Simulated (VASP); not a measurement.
# C in VASP: single point with PBE+D3(BJ)

Aim: the single point of C with PBE+D3(BJ).

All numbers are computed with VASP 6.6.1; they aren't measurements. Logs are shortened: lines on timing, memory, paths and dates and some standing lists are left out, and cuts for length are marked.

## (1) The cell of the first run

The cell holds a slab with vacuum, 4 atoms: a = 2.466 Å, b = 2.466 Å, c = 17.500 Å, α = 90.00°, β = 90.00°, γ = 120.00°.

## (2) Single point, PBE+D3(BJ) (layers slid over each other, then relaxed in part)

Contents of INCAR:

```
SYSTEM = C
  ALGO = Normal
  DIPOL = 0.5 0.5 0.359
  EDIFF = 1E-6
  ENCUT = 520
  GGA = PE
  IDIPOL = 3
  ISIF = 2
  ISMEAR = 0
  IVDW = 12
  LASPH = .TRUE.
  LCHARG = .FALSE.
  LDIPOL = .TRUE.
  LREAL = .FALSE.
  LWAVE = .FALSE.
  NBANDS = 16
  NELM = 60
  PREC = Accurate
  SIGMA = 0.1
```

Contents of KPOINTS:

```
k-points
0
G
  15 15 1
  0 0 0
```

Contents of POSCAR:

```
C
1.0
    2.4657189577      0.0000000000      0.0000000000
   -1.2328594788      2.1353752560      0.0000000000
    0.0000000000      0.0000000000     17.5000000000
C
4
Direct
    0.3333333333      0.6666666667      0.2571406130
    0.6666666667      0.3333333333      0.2571422353
    0.6666666667      1.3333333333      0.4612654827
    0.3333333333      1.6666666667      0.4612653905
```

Potentials or basis: VASP PAW PBE potentials, release 64 (C).

On the command line:

```bash
$ cat potpaw_PBE.64/C/POTCAR > POTCAR
$ mpirun -np 1 vasp_std > vasp.out
```

OUTCAR:

```text
SYSTEM = C
   EDIFF = 1E-6
   ENCUT = 520
   GGA = PE
   ISIF = 2
   ISMEAR = 0
   IVDW = 12
   LASPH = .TRUE.
   LREAL = .FALSE.
   NELM = 60
   PREC = Accurate
 IVDW          = 12

 ion  position               nearest neighbor table
   1  0.333  0.667  0.257-   2 1.42   2 1.42   2 1.42
   2  0.667  0.333  0.257-   1 1.42   1 1.42   1 1.42
   3  0.667  0.333  0.461-   4 1.42   4 1.42   4 1.42
   4  0.333  0.667  0.461-   3 1.42   3 1.42   3 1.42

  LATTYP: Found a hexagonal cell.
 ALAT       =     2.4657189577
 C/A-ratio  =     7.0973214305

  Lattice vectors:

 A1 = (   2.4657189577,   0.0000000000,   0.0000000000)
 A2 = (  -1.2328594788,   2.1353752560,   0.0000000000)
 A3 = (   0.0000000000,   0.0000000000,  17.5000000000)

Analysis of symmetry for initial positions (statically):
=====================================================================
 Subroutine PRICEL returns:
 Original cell was already a primitive cell.

 Routine SETGRP: Setting up the symmetry group for a
 hexagonal supercell.

 Subroutine GETGRP returns: Found 24 space group operations
 (whereof 12 operations were pure point group operations)
 out of a pool of 24 trial point group operations.

The static configuration has the point symmetry C_6v.
 The point group associated with its full space group is D_6h.

Analysis of symmetry for dynamics (positions and initial velocities):
=====================================================================
 Subroutine PRICEL returns:
 Original cell was already a primitive cell.

 Routine SETGRP: Setting up the symmetry group for a
 hexagonal supercell.

 Subroutine GETGRP returns: Found 24 space group operations
 (whereof 12 operations were pure point group operations)
 out of a pool of 24 trial point group operations.

The dynamic configuration has the point symmetry C_6v.
 The point group associated with its full space group is D_6h.

 Subroutine INISYM returns: Found 24 space group operations
 (whereof 12 operations are pure point group operations),
 and found     1 'primitive' translations

----------------------------------------------------------------------------------------

                                     Primitive cell

  volume of cell :      92.1416

  direct lattice vectors                    reciprocal lattice vectors
     2.465718958  0.000000000  0.000000000     0.405561225  0.234150882  0.000000000
    -1.232859479  2.135375256  0.000000000     0.000000000  0.468301764  0.000000000
     0.000000000  0.000000000 17.500000000     0.000000000  0.000000000  0.057142857

  length of vectors
     2.465718958  2.465718958 17.500000000     0.468301764  0.468301764  0.057142857

  position of ions in fractional coordinates (direct lattice)
     0.333333333  0.666666667  0.257140613
     0.666666667  0.333333333  0.257142235
     0.666666667  0.333333333  0.461265483
     0.333333333  0.666666667  0.461265391

  ion indices of the primitive-cell ions
   primitive index   ion index
                 1           1
                 2           2
                 3           3
                 4           4

----------------------------------------------------------------------------------------

 KPOINTS: k-points

Automatic generation of k-mesh.
 Grid dimensions read from file:
 generate k-points for:   15   15    1

 Generating k-lattice:

  Cartesian coordinates                     Fractional coordinates (reciprocal lattice)
     0.027037415  0.015610059  0.000000000     0.066666667  0.000000000  0.000000000
     0.000000000  0.031220118  0.000000000     0.000000000  0.066666667  0.000000000
     0.000000000  0.000000000  0.057142857     0.000000000  0.000000000  1.000000000

  Length of vectors
     0.031220118  0.031220118  0.057142857

  Shift w.r.t. Gamma in fractional coordinates (k-lattice)
     0.000000000  0.000000000  0.000000000

 Subroutine IBZKPT returns following result:
 ===========================================

 Found     27 irreducible k-points:

 Following reciprocal coordinates:
            Coordinates               Weight
  0.000000  0.000000  0.000000      1.000000
  0.066667  0.000000  0.000000      6.000000
  0.133333  0.000000  0.000000      6.000000
  0.200000  0.000000  0.000000      6.000000
  0.266667  0.000000  0.000000      6.000000
  0.333333  0.000000  0.000000      6.000000
[... 16 lines left out ...]
  0.333333  0.200000  0.000000     12.000000
  0.400000  0.200000  0.000000      6.000000
 [... further k-points ...]
   k-points           NKPTS =     27   k-points in BZ     NKDIM =     27   number of bands    NBANDS=     16
   number of dos      NEDOS =    301   number of ions     NIONS =      4
   total plane-waves  NPLWV =  45360
   dimension x,y,z NGX =    18 NGY =   18 NGZ =  140
   dimension x,y,z NGXF=    36 NGYF=   36 NGZF=  280
   ions per type =               4
   NGX,Y,Z   is equivalent  to a cutoff of  12.14, 12.14, 13.30 a.u.
   NGXF,Y,Z  is equivalent  to a cutoff of  24.27, 24.27, 26.60 a.u.
 SYSTEM =  C
   PREC   = accura    normal or accurate (medium, high low for compatibility)
   ISTART =      0    job   : 0-new  1-cont  2-samecut
   ICHARG =      2    charge: 1-file 2-atom 10-const
   ISPIN  =      1    spin polarized calculation?
   LNONCOLLINEAR =      F non collinear calculations
   LSORBIT =      F    spin-orbit coupling
   LASPH  =      T    aspherical Exc in radial PAW
   ENCUT  =  520.0 eV  38.22 Ry    6.18 a.u.   4.58  4.58 32.54*2*pi/ulx,y,z
   NELM   =     60;   NELMIN=  2; NELMDL= -5     # of ELM steps
   EDIFF  = 0.1E-05   stopping-criterion for ELM
   LREAL  =      F    real-space projection
   EDIFFG = 0.1E-04   stopping-criterion for IOM
   NSW    =      0    number of steps for IOM
   IBRION =     -1    ionic relax: 0-MD 1-quasi-New 2-CG
   NFREE  =      0    steps in history (QN), initial steepest desc. (CG)
   ISIF   =      2    stress and relaxation
   ISYM   =      2    0-nonsym 1-usesym 2-fastsym
   POTIM  = 0.5000    time-step for ionic-motion
   TEBEG  =    0.0;   TEEND  =   0.0 temperature during run
   PSTRESS=    0.0 pullay stress
   NELECT =      16.0000    total number of electrons
   NUPDOWN=      -1.0000    fix difference up-down
   EMIN   =  10.00;   EMAX   =-10.00  energy-range for DOS
   EFERMI =   0.00;   METHOD = LEGACY
   ISMEAR =     0;   SIGMA  =   0.10  broadening in eV -4-tet -1-fermi 0-gaus
   EFERMI_NEDOS =   21; number of points for ismear=-14 and -15
   IALGO  =     38    algorithm
   IMIX   =      4    mixing-type and parameters
     AMIX     =   0.40;   BMIX     =  1.00
     AMIX_MAG =   1.60;   BMIX_MAG =  1.00
  volume/ion in A,a.u.               =      23.04       155.45
  Fermi-wavevector in a.u.,A,eV,Ry     =   0.913334  1.725951 11.349690  0.834179
  Thomas-Fermi vector in A             =   2.037833
   LORBIT       =      0    0 simple, 1 ext, 2 COOP (PROOUT), +10 PAW based schemes
   GGA     = PE    functional components
   LHFCALC =     F    Hartree Fock is set to
   AEXX    =    0.0000 exact exchange contribution
   IVDW    =    12    specifies the selected vdW correction
   LEPSILON=     F    determine dielectric tensor
   LRPA    =     F    only Hartree local field effects (RPA)
 non-spin polarized calculation
 Gauss-broadening in eV      SIGMA  =   0.10
  energy-cutoff  :      520.00
  volume of cell :       92.14
 maximum number of plane-waves:      2521
   NGX =  9   NGY =  9   NGZ = 65

 dipolmoment           0.000000      0.000000      0.000121 electrons x Angstroem

 number of electron      15.9999997 magnetization

 dipolmoment           0.000000      0.000000     -0.000111 electrons x Angstroem

 Free energy of the ion-electron system (eV)
  ---------------------------------------------------
  ext. energy  EPLUGINS =         0.00000000
  ---------------------------------------------------
  free energy    TOTEN  =       -36.87984152 eV

  energy without entropy =      -36.87983151  energy(sigma->0) =      -36.87983651

 E-fermi :  -0.8228     XC(G=0):  -4.4693

 val. band max:       -1.0530294819   @ k =   0.3333   0.3333   0.0000
 cond. band min:      -0.5925917627   @ k =   0.3333   0.3333   0.0000
 fundamental gap:      0.4604377192
 Fermi energy:        -0.8228109934

 k-point     1 :       0.0000    0.0000    0.0000
  band No.  band energies     occupation
      1     -20.3899      2.00000
      2     -20.2983      2.00000
      3      -8.7893      2.00000
      4      -8.0829      2.00000
      5      -3.8666      2.00000
      6      -3.8666      2.00000
[... 8 lines left out ...]
     15       7.4758      0.00000
     16       7.5055      0.00000

 k-point     2 :       0.0667    0.0000    0.0000
  band No.  band energies     occupation
      1     -20.2845      2.00000
      2     -20.1936      2.00000
      3      -8.6625      2.00000
      4      -7.9590      2.00000
      5      -4.2921      2.00000
      6      -4.2804      2.00000
[... 8 lines left out ...]
     15       7.5575      0.00000
     16       7.9269      0.00000

 k-point     3 :       0.1333    0.0000    0.0000
  band No.  band energies     occupation
      1     -19.9691      2.00000
      2     -19.8801      2.00000
      3      -8.2843      2.00000
      4      -7.5896      2.00000
      5      -5.4226      2.00000
      6      -5.4053      2.00000
[... 8 lines left out ...]
     15       7.5816      0.00000
     16       8.8433      0.00000

 k-point     4 :       0.2000    0.0000    0.0000
  band No.  band energies     occupation
      1     -19.4460      2.00000
      2     -19.3600      2.00000
      3      -7.6614      2.00000
      4      -6.9826      2.00000
      5      -6.9728      2.00000
      6      -6.9477      2.00000
[... 8 lines left out ...]
     15       7.4632      0.00000
     16       7.6297      0.00000

 k-point     5 :       0.2667    0.0000    0.0000
  band No.  band energies     occupation
      1     -18.7195      2.00000
      2     -18.6375      2.00000
      3      -8.7076      2.00000
      4      -8.6753      2.00000
      5      -6.8080      2.00000
      6      -6.1518      2.00000
[... 8 lines left out ...]
     15       7.1776      0.00000
     16       7.7282      0.00000

 k-point     6 :       0.3333    0.0000    0.0000
  band No.  band energies     occupation
      1     -17.7973      2.00000
      2     -17.7202      2.00000
      3     -10.4749      2.00000
      4     -10.4347      2.00000
      5      -6.6121      2.00000
      6      -6.5978      2.00000
[... 8 lines left out ...]
     15       7.4961      0.00000
     16       8.8640      0.00000
[... 267 lines left out ...]
 k-point    21 :       0.2000    0.2000    0.0000
  band No.  band energies     occupation
      1     -17.5961      2.00000
      2     -17.5201      2.00000
      3      -9.7815      2.00000
      4      -9.7457      2.00000
      5      -8.3003      2.00000
      6      -8.2734      2.00000
[... 8 lines left out ...]
     15       9.5579      0.00000
     16       9.9253      0.00000

 k-point    22 :       0.2667    0.2000    0.0000
  band No.  band energies     occupation
      1     -16.5985      2.00000
      2     -16.5277      2.00000
      3     -11.0661      2.00000
      4     -11.0241      2.00000
      5      -9.1203      2.00000
      6      -9.0902      2.00000
[... 8 lines left out ...]
     15      10.1032      0.00000
     16      10.2952      0.00000

 k-point    23 :       0.3333    0.2000    0.0000
  band No.  band energies     occupation
      1     -15.4525      2.00000
      2     -15.3873      2.00000
      3     -12.4925      2.00000
      4     -12.4437      2.00000
      5      -9.5473      2.00000
      6      -9.5159      2.00000
[... 8 lines left out ...]
     15      10.1657      0.00000
     16      11.0307      0.00000

 k-point    24 :       0.4000    0.2000    0.0000
  band No.  band energies     occupation
      1     -14.5243      2.00000
      2     -14.4623      2.00000
      3     -13.5301      2.00000
      4     -13.4776      2.00000
      5      -9.6802      2.00000
      6      -9.6484      2.00000
[... 8 lines left out ...]
     15      10.9495      0.00000
     16      11.2502      0.00000

 [... further k-points ...]

------------------------ aborting loop because EDIFF is reached ----------------------------------------

 vacuum level on the upper side and lower side of the slab       (xc-potential included)        -0.154        -0.173

 Edisp (eV)   -0.45925

 E8    (eV) :    -0.1364

  FORCE on cell =-STRESS in cart. coord.  units (eV):
  Direction    XX          YY          ZZ          XY          YZ          ZX
  --------------------------------------------------------------------------------------
  -------------------------------------------------------------------------------------
  Total       0.10172     0.10172    -0.02641     0.00000    -0.00000    -0.00000
  in kB       1.76876     1.76876    -0.45920     0.00000    -0.00000    -0.00000
  external pressure =        1.03 kB  Pullay stress =        0.00 kB

 VOLUME and BASIS-vectors are now :
 -----------------------------------------------------------------------------
  energy-cutoff  :      520.00
  volume of cell :       92.14
      direct lattice vectors                 reciprocal lattice vectors
     2.465718958  0.000000000  0.000000000     0.405561225  0.234150882  0.000000000
    -1.232859479  2.135375256  0.000000000     0.000000000  0.468301764  0.000000000
     0.000000000  0.000000000 17.500000000     0.000000000  0.000000000  0.057142857

 POSITION                                       TOTAL-FORCE (eV/Angst)
 -----------------------------------------------------------------------------------
     -0.00000      1.42358      4.49996        -0.000000      0.000000      0.000256
      1.23286      0.71179      4.49999        -0.000000      0.000000      0.000256
      1.23286      0.71179      8.07215         0.000000     -0.000000     -0.000256
     -0.00000      1.42358      8.07214         0.000000      0.000000     -0.000256
 -----------------------------------------------------------------------------------
    total drift:                                0.000000      0.000000     -0.025343

  FREE ENERGIE OF THE ION-ELECTRON SYSTEM (eV)
  ---------------------------------------------------
  free  energy   TOTEN  =       -37.3390950391 eV

  energy  without entropy=      -37.3390850299  energy(sigma->0) =      -37.33909003

 vacuum level on the upper side and lower side of the slab         3.354         3.357
```

Run time: 93 s. Hardware: 1 thread of Intel Xeon 8259CL, shared host; peak memory 0.21 GiB.

Results:

* Free energy: -37.3391 eV
* Dispersion energy per atom: -0.115 eV

Caveat: the cell differs from its parent crystal (layers slid over each other, then relaxed in part).
